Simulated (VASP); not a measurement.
# TiO2 in VASP: notebook, part 2 of 2

VASP 6.6.1. The steps go on from the part before.

### 4 Single point, LDA

This run uses another cell than the first one: it holds 12 atoms, not 6.

Input file INCAR:

```
SYSTEM = TiO2
PREC = Accurate ; ENCUT = 520
EDIFF = 1E-6 ; ISMEAR = 0
SIGMA = 0.02 ; LREAL = .False.
LASPH = .True. ; NELM = 100
ALGO = Normal ; ISIF = 2
LWAVE = .False. ; LCHARG = .True.
GGA = CA ; LELF = .True.
LVHAR = .True. ; NBANDS = 60
```

Input file KPOINTS:

```
Automatic mesh
0
Gamma
  6 6 6
  0 0 0
```

Input file POSCAR:

```
TiO2
1.0
    5.2880834838      0.0000000000      0.0000000000
    0.0000000000      5.2879688442      0.0000000000
   -2.5952057939      0.0000000000      4.7282720145
Ti O
4 8
Direct
    0.5000000000      0.3728751869      0.2500000000
    0.5000000000      0.6271248131      0.7500000000
    0.0000000000      0.8728751869      0.2500000000
    0.0000000000      0.1271248131      0.7500000000
    0.2087368048      0.8770754784      0.6658771856
    0.7912631952      0.1229245216      0.3341228144
    0.7912631952      0.8770754784      0.8341228144
    0.2087368048      0.1229245216      0.1658771856
    0.7087368048      0.3770754784      0.6658771856
    0.2912631952      0.6229245216      0.3341228144
    0.2912631952      0.3770754784      0.8341228144
    0.7087368048      0.6229245216      0.1658771856
```

Potentials or basis: VASP PAW LDA potentials, release 64 (Ti_sv, O).

Command:

```
$ cat potpaw_LDA.64/Ti_sv/POTCAR potpaw_LDA.64/O/POTCAR > POTCAR
$ mpirun -np 1 vasp_std > vasp.out
```

OUTCAR:

```text
SYSTEM = TiO2
   PREC = Accurate
   ENCUT = 520
   EDIFF = 1E-6
   ISMEAR = 0
   LREAL = .False.
   LASPH = .True.
   NELM = 100
   ISIF = 2
   GGA = CA

 ion  position               nearest neighbor table
   1  0.500  0.373  0.250-   6 1.91   8 1.91  10 1.91  12 1.91  11 1.97   9 1.97
   2  0.500  0.627  0.750-   5 1.91   7 1.91   9 1.91  11 1.91  10 1.97  12 1.97
   3  0.000  0.873  0.250-  10 1.91  12 1.91   6 1.91   8 1.91   7 1.97   5 1.97
   4  0.000  0.127  0.750-   9 1.91  11 1.91   5 1.91   7 1.91   6 1.97   8 1.97
   5  0.209  0.877  0.666-   2 1.91   4 1.91   3 1.97
   6  0.791  0.123  0.334-   1 1.91   3 1.91   4 1.97
   7  0.791  0.877  0.834-   2 1.91   4 1.91   3 1.97
   8  0.209  0.123  0.166-   1 1.91   3 1.91   4 1.97
   9  0.709  0.377  0.666-   4 1.91   2 1.91   1 1.97
  10  0.291  0.623  0.334-   3 1.91   1 1.91   2 1.97
  11  0.291  0.377  0.834-   4 1.91   2 1.91   1 1.97
  12  0.709  0.623  0.166-   3 1.91   1 1.91   2 1.97

  LATTYP: Found a simple monoclinic cell.
 ALAT       =     5.2880834838
 B/A-ratio  =     0.9999783211
 C/A-ratio  =     1.0199664094
[... 1734 lines left out ...]
     59       8.1857      0.00000
     60       8.2484      0.00000

 [... further k-points ...]

------------------------ aborting loop because EDIFF is reached ----------------------------------------

  FORCE on cell =-STRESS in cart. coord.  units (eV):
  Direction    XX          YY          ZZ          XY          YZ          ZX
  --------------------------------------------------------------------------------------
  -------------------------------------------------------------------------------------
  Total        1.0672431      1.0761817      1.0587737      0.0000000      0.0000000     -0.4019667
  in kB       12.9325536     13.0408691     12.8299238      0.0000000      0.0000000     -4.8709199
  external PRESSURE =      12.9344488 kB  Pullay stress =       0.0000000 kB

 VOLUME and BASIS-vectors are now :
 -----------------------------------------------------------------------------
  energy-cutoff  :      520.00
  volume of cell :      132.22
      direct lattice vectors                 reciprocal lattice vectors
     5.288083484  0.000000000  0.000000000     0.189104428  0.000000000  0.103793712
     0.000000000  5.287968844  0.000000000     0.000000000  0.189108527  0.000000000
    -2.595205794  0.000000000  4.728272014     0.000000000  0.000000000  0.211493754

 POSITION                                       TOTAL-FORCE (eV/Angst)
 -----------------------------------------------------------------------------------
      1.99524      1.97175      1.18207         0.000000     -0.006895      0.000000
      0.69764      3.31622      3.54620         0.000000      0.006895      0.000000
     -0.64880      4.61574      1.18207         0.000000     -0.006895     -0.000000
     -1.94640      0.67223      3.54620         0.000000      0.006895     -0.000000
     -0.62427      4.63795      3.14845         0.002286     -0.000983      0.033823
      3.31715      0.65002      1.57982        -0.002286      0.000983     -0.033823
      2.01955      4.63795      3.94396        -0.002286     -0.000983     -0.033823
      0.67333      0.65002      0.78431         0.002286      0.000983      0.033823
      2.01977      1.99396      3.14845         0.002286     -0.000983      0.033823
      0.67311      3.29401      1.57982        -0.002286      0.000983     -0.033823
     -0.62450      1.99396      3.94396        -0.002286     -0.000983     -0.033823
      3.31737      3.29401      0.78431         0.002286      0.000983      0.033823
 -----------------------------------------------------------------------------------
    total drift:                                0.000000      0.000000      0.000000

  FREE ENERGIE OF THE ION-ELECTRON SYSTEM (eV)
  ---------------------------------------------------
  free  energy   TOTEN  =      -117.6677426458 eV

  energy  without entropy=     -117.6677426458  energy(sigma->0) =     -117.66774265
```

stdout:

```text
POSCAR found type information on POSCAR TiO
 POSCAR found :  2 types and      12 ions
 scaLAPACK will be used
 LDA part: xc-table for (Slater(with rela. corr.)+CA(PZ))
 , standard interpolation
 POSCAR, INCAR and KPOINTS ok, starting setup
 FFT: planning ... GRIDC
 FFT: planning ... GRID_SOFT
 FFT: planning ... GRID
 WAVECAR not read
 entering main loop
```

Wall time 13 min (1 thread of Intel Xeon Platinum 8259CL at 2.50GHz (Skylake/Cascade Lake), shared host); peak memory 0.51 GiB.

What came out:

* Free energy: -117.6677 eV
* Pressure: 1.3 GPa
* Largest force: 0.034 eV/Å
* Band gap on the k mesh: 2.06 eV

Forces in eV/Å, atoms in the order of the input:
```
Ti   0.000 -0.007  0.000
Ti   0.000  0.007  0.000
Ti   0.000 -0.007  0.000
Ti   0.000  0.007  0.000
O    0.002 -0.001  0.034
O   -0.002  0.001 -0.034
O   -0.002 -0.001 -0.034
O    0.002  0.001  0.034
O    0.002 -0.001  0.034
O   -0.002  0.001 -0.034
O   -0.002 -0.001 -0.034
O    0.002  0.001  0.034
```

Levels at points of the mesh, in eV from the valence-band top:
| k point | band 45 | band 46 | band 47 | band 48 | band 49 | band 50 | band 51 | band 52 |
| --- | --- | --- | --- | --- | --- | --- | --- | --- |
| (0.00, 0.00, 0.00) | -0.51 | -0.51 | -0.04 | -0.04 | 2.06 | 2.86 | 3.38 | 3.41 |
| (0.50, 0.00, 0.00) | -0.76 | -0.76 | -0.28 | -0.28 | 2.98 | 2.98 | 3.35 | 3.35 |
| (0.00, 0.50, 0.00) | -0.62 | -0.62 | -0.26 | -0.26 | 2.99 | 2.99 | 3.19 | 3.19 |
| (0.50, 0.50, 0.00) | -0.82 | -0.82 | -0.66 | -0.66 | 3.29 | 3.29 | 3.63 | 3.63 |
| (0.00, 0.00, 0.50) | -0.12 | -0.12 | -0.05 | -0.05 | 2.45 | 2.45 | 3.40 | 3.40 |
| (0.50, 0.00, 0.50) | -0.79 | -0.79 | -0.29 | -0.29 | 3.02 | 3.02 | 3.36 | 3.36 |
| (0.00, 0.50, 0.50) | -0.43 | -0.43 | -0.43 | -0.43 | 3.14 | 3.14 | 3.14 | 3.14 |
| (0.50, 0.50, 0.50) | -0.82 | -0.82 | -0.66 | -0.66 | 3.27 | 3.27 | 3.62 | 3.62 |

### 5 Overview

| cell | k mesh | gap on the mesh (eV) | pressure (GPa) | largest force (eV/Å) |
| --- | --- | --- | --- | --- |
| a = 3.757, b = 3.757, c = 5.508 Å, angles 109.9, 109.9, 90.0°, 6 atoms, atomic positions A | 8 × 8 × 6 | 2.13 | -4.3 | 0.03 |
| a = 3.779, b = 3.779, c = 5.588 Å, angles 109.8, 109.8, 90.0°, 6 atoms, atomic positions B | 8 × 8 × 6 | 2.13 | -9.4 | 0.02 |
| a = 5.288, b = 5.288, c = 5.394 Å, angles 90.0, 118.8, 90.0°, 12 atoms, atomic positions C | 6 × 6 × 6 | 2.06 | 1.3 | 0.03 |

Alike in all rows: task single point; level LDA; potentials or basis VASP PAW LDA potentials, release 64 (Ti_sv, O); no spin polarisation; cutoff (eV) 520; smearing gaussian 0.02 eV.

Caveats: the cell stands under tension (at least some runs).

Total energies depend on the potentials used, so only differences within one code and one set of settings carry meaning.
